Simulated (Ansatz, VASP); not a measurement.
Two plane-wave programs on BeSeO4

```xyz
6
Lattice="3.9311 0.0000 0.0000 0.0000 3.9311 0.0000 0.0000 0.0000 3.9311" Properties=species:S:1:pos:R:3 pbc="T T T"
Be    0.0000    0.0000    0.0000
Se    1.9655    1.9655    1.9655
O     0.5866    0.5866    3.3445
O     0.5866    3.3445    0.5866
O     3.3445    0.5866    0.5866
O     3.3445    3.3445    3.3445
```

Change from the starting cell: species swapped into the H4BrN type (P-43m, No. 215).

Alike in both runs: task single point; functional PBE; k mesh 4 × 4 × 4; occupations gaussian, width 0.1 eV; no spin polarisation.

|  | VASP | Ansatz |
| --- | --- | --- |
| version | VASP 6.6.1 | Ansatz 0.2.0 |
| potentials or method | VASP PAW PBE potentials, release 64 (Be, Se, O), cutoff 520 eV | scalar-relativistic, plane waves, PAW |
| valence electrons in the cell | 32 | 42 |

|  | VASP | Ansatz | Ansatz less VASP |
| --- | --- | --- | --- |
| gap on the k mesh at the Fermi level (eV) | none | none | - |
| rms of the force components (eV/Å) | 26.437 | 27.103 | +0.6665 |

Atom by atom the forces differ by 0.666 eV/Å (rms over components). A gap of «none» marks a metal or a gap that the smearing closes. VASP's potentials hold 32 valence electrons a cell and Ansatz's 42, so a difference there can come from the potentials and not from the codes.

The k mesh is coarse, so the values compare programs but aren't converged.
